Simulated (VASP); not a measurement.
# Si (Fd-3m) in VASP: notebook, part 3 of 4

VASP 6.6.1.

### Step 4. Relaxation of cell and atoms, r2SCAN, target pressure 7 GPa, at which the enthalpy is minimised

File POSCAR:

```
Si
1.0
    0.0000000000      2.7220875855      2.7220875855
    2.7220875855      0.0000000000      2.7220875855
    2.7220875855      2.7220875855      0.0000000000
Si
2
Direct
    0.2500000000      0.2500000000      0.2500000000
    0.0000000000      0.0000000000      0.0000000000
```

File INCAR.step1:

```
SYSTEM = Si
ALGO = Normal
EDIFF = 1E-4
ENCUT = 600
GGA = PE
ISMEAR = 0
LASPH = .TRUE.
LCHARG = .FALSE.
LREAL = .FALSE.
LWAVE = .TRUE.
NELM = 100
PREC = Accurate
SIGMA = 0.01
```

File INCAR.step2:

```
SYSTEM = Si
ALGO = Normal
EDIFF = 1E-6
EDIFFG = -0.002
ENCUT = 600
IBRION = 2
ISIF = 3
ISMEAR = 0
ISTART = 1
LASPH = .TRUE.
LCHARG = .FALSE.
LMIXTAU = .TRUE.
LREAL = .FALSE.
LWAVE = .FALSE.
METAGGA = R2SCAN
NELM = 100
NSW = 100
PREC = Accurate
PSTRESS = 70.0
SIGMA = 0.01
```

File KPOINTS:

```
k-points
0
G
  8 8 8
  0 0 0
```

Potentials or basis: VASP PAW PBE potentials, release 64 (Si).

Launch:

```sh
$ cat potpaw_PBE.64/Si/POTCAR > POTCAR
$ cp INCAR.step1 INCAR
$ mpirun -np 1 vasp_std > vasp.out
$ cp INCAR.step2 INCAR
$ mpirun -np 1 vasp_std > vasp.out
```

OUTCAR:

```text
SYSTEM = Si
   EDIFF = 1E-6
   EDIFFG = -0.002
   ENCUT = 600
   IBRION = 2
   ISIF = 3
   ISMEAR = 0
   ISTART = 1
   LASPH = .TRUE.
   LREAL = .FALSE.
   METAGGA = R2SCAN
   NELM = 100
   NSW = 100
   PREC = Accurate
   PSTRESS = 70.0

 ion  position               nearest neighbor table
   1  0.250  0.250  0.250-   2 2.36   2 2.36   2 2.36   2 2.36
   2  0.000  0.000  0.000-   1 2.36   1 2.36   1 2.36   1 2.36

  LATTYP: Found a face centered cubic cell.
 ALAT       =     5.4441751710

  Lattice vectors:

 A1 = (   0.0000000000,   2.7220875855,   2.7220875855)
 A2 = (   2.7220875855,   0.0000000000,   2.7220875855)
 A3 = (   2.7220875855,   2.7220875855,   0.0000000000)

Analysis of symmetry for initial positions (statically):
=====================================================================
 Subroutine PRICEL returns:
 Original cell was already a primitive cell.

 Routine SETGRP: Setting up the symmetry group for a
 face centered cubic supercell.

 Subroutine GETGRP returns: Found 48 space group operations
 (whereof 24 operations were pure point group operations)
 out of a pool of 48 trial point group operations.

The static configuration has the point symmetry T_d .
 The point group associated with its full space group is O_h .

Analysis of symmetry for dynamics (positions and initial velocities):
=====================================================================
 Subroutine PRICEL returns:
 Original cell was already a primitive cell.

 Routine SETGRP: Setting up the symmetry group for a
 face centered cubic supercell.

 Subroutine GETGRP returns: Found 48 space group operations
 (whereof 24 operations were pure point group operations)
 out of a pool of 48 trial point group operations.

The dynamic configuration has the point symmetry T_d .
 The point group associated with its full space group is O_h .

 Subroutine INISYM returns: Found 48 space group operations
 (whereof 24 operations are pure point group operations),
 and found     1 'primitive' translations

----------------------------------------------------------------------------------------

                                     Primitive cell

  volume of cell :      40.3400

  direct lattice vectors                    reciprocal lattice vectors
     0.000000000  2.722087586  2.722087586    -0.183682554  0.183682554  0.183682554
     2.722087586  0.000000000  2.722087586     0.183682554 -0.183682554  0.183682554
     2.722087586  2.722087586  0.000000000     0.183682554  0.183682554 -0.183682554

  length of vectors
     3.849613181  3.849613181  3.849613181     0.318147516  0.318147516  0.318147516

  position of ions in fractional coordinates (direct lattice)
     0.250000000  0.250000000  0.250000000
     0.000000000  0.000000000  0.000000000

  ion indices of the primitive-cell ions
   primitive index   ion index
                 1           1
                 2           2

----------------------------------------------------------------------------------------

 KPOINTS: k-points

Automatic generation of k-mesh.
 Grid dimensions read from file:
 generate k-points for:    8    8    8

 Generating k-lattice:

  Cartesian coordinates                     Fractional coordinates (reciprocal lattice)
    -0.022960319  0.022960319  0.022960319     0.125000000  0.000000000  0.000000000
     0.022960319 -0.022960319  0.022960319     0.000000000  0.125000000  0.000000000
     0.022960319  0.022960319 -0.022960319     0.000000000  0.000000000  0.125000000

  Length of vectors
     0.039768440  0.039768440  0.039768440

  Shift w.r.t. Gamma in fractional coordinates (k-lattice)
     0.000000000  0.000000000  0.000000000

 Subroutine IBZKPT returns following result:
 ===========================================

 Found     29 irreducible k-points:

 Following reciprocal coordinates:
            Coordinates               Weight
  0.000000  0.000000  0.000000      1.000000
  0.125000  0.000000  0.000000      8.000000
  0.250000  0.000000  0.000000      8.000000
  0.375000  0.000000  0.000000      8.000000
  0.500000  0.000000  0.000000      4.000000
  0.125000  0.125000  0.000000      6.000000
[... 16 lines left out ...]
  0.500000  0.250000  0.125000     48.000000
 -0.375000  0.250000  0.125000     24.000000
 [... further k-points ...]
   k-points           NKPTS =     29   k-points in BZ     NKDIM =     29   number of bands    NBANDS=      8
   number of dos      NEDOS =    301   number of ions     NIONS =      2
   total plane-waves  NPLWV =  32768
   dimension x,y,z NGX =    32 NGY =   32 NGZ =   32
   dimension x,y,z NGXF=    64 NGYF=   64 NGZF=   64
   ions per type =               2
   NGX,Y,Z   is equivalent  to a cutoff of  13.82, 13.82, 13.82 a.u.
   NGXF,Y,Z  is equivalent  to a cutoff of  27.64, 27.64, 27.64 a.u.
 SYSTEM =  Si
   PREC   = accura    normal or accurate (medium, high low for compatibility)
   ISTART =      1    job   : 0-new  1-cont  2-samecut
   ICHARG =      0    charge: 1-file 2-atom 10-const
   ISPIN  =      1    spin polarized calculation?
   LNONCOLLINEAR =      F non collinear calculations
   LSORBIT =      F    spin-orbit coupling
   LASPH  =      T    aspherical Exc in radial PAW
   ENCUT  =  600.0 eV  44.10 Ry    6.64 a.u.   7.69  7.69  7.69*2*pi/ulx,y,z
   NELM   =    100;   NELMIN=  2; NELMDL=  0     # of ELM steps
   EDIFF  = 0.1E-05   stopping-criterion for ELM
   LREAL  =      F    real-space projection
   EDIFFG = -.2E-02   stopping-criterion for IOM
   NSW    =    100    number of steps for IOM
   IBRION =      2    ionic relax: 0-MD 1-quasi-New 2-CG
   NFREE  =      1    steps in history (QN), initial steepest desc. (CG)
   ISIF   =      3    stress and relaxation
   ISYM   =      2    0-nonsym 1-usesym 2-fastsym
   POTIM  = 0.5000    time-step for ionic-motion
   TEBEG  =    0.0;   TEEND  =   0.0 temperature during run
   PSTRESS=   70.0 pullay stress
   NELECT =       8.0000    total number of electrons
   NUPDOWN=      -1.0000    fix difference up-down
   EMIN   =  10.00;   EMAX   =-10.00  energy-range for DOS
   EFERMI =   0.00;   METHOD = LEGACY
   ISMEAR =     0;   SIGMA  =   0.01  broadening in eV -4-tet -1-fermi 0-gaus
   EFERMI_NEDOS =   21; number of points for ismear=-14 and -15
   IALGO  =     38    algorithm
   IMIX   =      4    mixing-type and parameters
     AMIX     =   0.40;   BMIX     =  1.00
     AMIX_MAG =   1.60;   BMIX_MAG =  1.00
  volume/ion in A,a.u.               =      20.17       136.11
  Fermi-wavevector in a.u.,A,eV,Ry     =   0.954683  1.804090 12.400629  0.911421
  Thomas-Fermi vector in A             =   2.083452
   LORBIT       =      0    0 simple, 1 ext, 2 COOP (PROOUT), +10 PAW based schemes
   METAGGA = R2SCAN    functional components
   LHFCALC =     F    Hartree Fock is set to
   AEXX    =    0.0000 exact exchange contribution
   IVDW    =     0    specifies the selected vdW correction
   LEPSILON=     F    determine dielectric tensor
   LRPA    =     F    only Hartree local field effects (RPA)
 conjugate gradient relaxation of ions
 non-spin polarized calculation
 Gauss-broadening in eV      SIGMA  =   0.01
  energy-cutoff  :      600.00
  volume of cell :       40.34
 maximum number of plane-waves:      1365
   NGX = 15   NGY = 15   NGZ = 15

--------------------------------------- Ionic step        1  -------------------------------------------

 number of electron       8.0000000 magnetization

 Free energy of the ion-electron system (eV)
  ---------------------------------------------------
  ext. energy  EPLUGINS =         0.00000000
  ---------------------------------------------------
  free energy    TOTEN  =       -17.54682457 eV

  energy without entropy =      -17.54682457  energy(sigma->0) =      -17.54682457

 E-fermi :   5.7093     XC(G=0):  -9.8248

 val. band max:        5.6634242476   @ k =   0.0000   0.0000   0.0000
 cond. band min:       6.4890576206   @ k =   0.3750   0.3750   0.0000
 fundamental gap:      0.8256333730
 Fermi energy:         5.7093413182

 k-point     1 :       0.0000    0.0000    0.0000
  band No.  band energies     occupation
      1      -6.8099      2.00000
      2       5.6634      2.00000
      3       5.6634      2.00000
      4       5.6634      2.00000
      5       8.4182      0.00000
      6       8.4182      0.00000
      7       8.4182      0.00000
      8       9.5612      0.00000
[... 478 lines left out ...]
  enthalpy is  TOTEN    =       -15.8450484420 eV   P V=        1.6512306588

--------------------------------------- Ionic step        7  -------------------------------------------

 number of electron       8.0000000 magnetization

 Free energy of the ion-electron system (eV)
  ---------------------------------------------------
  ext. energy  EPLUGINS =         0.00000000
  ---------------------------------------------------
  free energy    TOTEN  =       -17.49606320 eV

  energy without entropy =      -17.49606320  energy(sigma->0) =      -17.49606320

 E-fermi :   6.4085     XC(G=0): -10.0871

 val. band max:        6.3451376332   @ k =   0.0000   0.0000   0.0000
 cond. band min:       7.0635524193   @ k =   0.3750   0.3750   0.0000
 fundamental gap:      0.7184147861
 Fermi energy:         6.4085251606

 k-point     1 :       0.0000    0.0000    0.0000
  band No.  band energies     occupation
      1      -6.6047      2.00000
      2       6.3451      2.00000
      3       6.3451      2.00000
      4       6.3451      2.00000
      5       9.1275      0.00000
      6       9.1275      0.00000
      7       9.1275      0.00000
      8      11.0651      0.00000
[... 282 lines left out ...]
  FREE ENERGIE OF THE ION-ELECTRON SYSTEM (eV)
  ---------------------------------------------------
  free  energy   TOTEN  =       -17.4960632026 eV

  energy  without entropy=      -17.4960632026  energy(sigma->0) =      -17.49606320

  enthalpy is  TOTEN    =       -15.8450490453 eV   P V=        1.6510141574

 reached required accuracy - stopping structural energy minimisation
```

It took 2.2 min on 1 thread of Intel Xeon Platinum 8488C (Sapphire Rapids), shared host; peak memory 0.18 GiB.

Results:

```yaml
Free_energy: -17.4961 eV
Relaxed_volume: 18.89 Å³/atom
Relaxed_cell: a = 3.767 Å, b = 3.767 Å, c = 3.767 Å, α = 60.00°, β = 60.00°, γ = 60.00°
Space_group_after_relaxing_to_0.05_Å: Fd-3m (No. 227)
Energy_change_on_relaxing_the_enthalpy_is_what_falls: +25.4 meV/atom
Ionic_steps: 7
Pressure_after_relaxing: 7.0 GPa
Band_gap_on_the_k_mesh: 0.72 eV, indirect (least direct gap 2.78 eV)
```

Step by step:
| step | energy change (eV) | largest force (eV/Å) | pressure (GPa) | volume (Å³) |
| --- | --- | --- | --- | --- |
| 1 | 0.0000 | 0.0000 | -0.23 | 40.34 |
| 2 | 0.2357 | 0.0000 | 16.97 | 35.26 |
| 3 | 0.0494 | 0.0000 | 6.90 | 37.82 |
| 4 | 0.0515 | 0.0000 | 7.08 | 37.77 |
| 5 | 0.0495 | 0.0000 | 6.91 | 37.82 |
| 6 | 0.0505 | 0.0000 | 6.98 | 37.79 |
| 7 | 0.0508 | 0.0000 | 7.00 | 37.79 |

Final structure:
```xyz
2
Lattice="0.0000 2.6634 2.6634 2.6634 0.0000 2.6634 2.6634 2.6634 0.0000" Properties=species:S:1:pos:R:3 pbc="T T T"
Si    1.3317    1.3317    1.3317
Si    0.0000    0.0000    0.0000
```

Levels at points of the mesh, in eV from the valence-band top:
```tsv
k point	band 1	band 2	band 3	band 4	band 5	band 6	band 7	band 8
(0.00, 0.00, 0.00)	-12.95	0.00	0.00	0.00	2.78	2.78	2.78	4.72
(0.50, 0.00, 0.00)	-10.34	-7.56	-1.33	-1.33	2.11	3.55	3.55	8.44
(0.50, 0.50, 0.00)	-8.36	-8.36	-3.17	-3.17	0.80	0.80	11.42	11.42
```

Caveat: the cell is relaxed towards a set pressure, so the enthalpy falls and the energy may rise; the PAW data sets were made with another functional, which shifts forces and pressure a little.

[end of part 3 of 4]
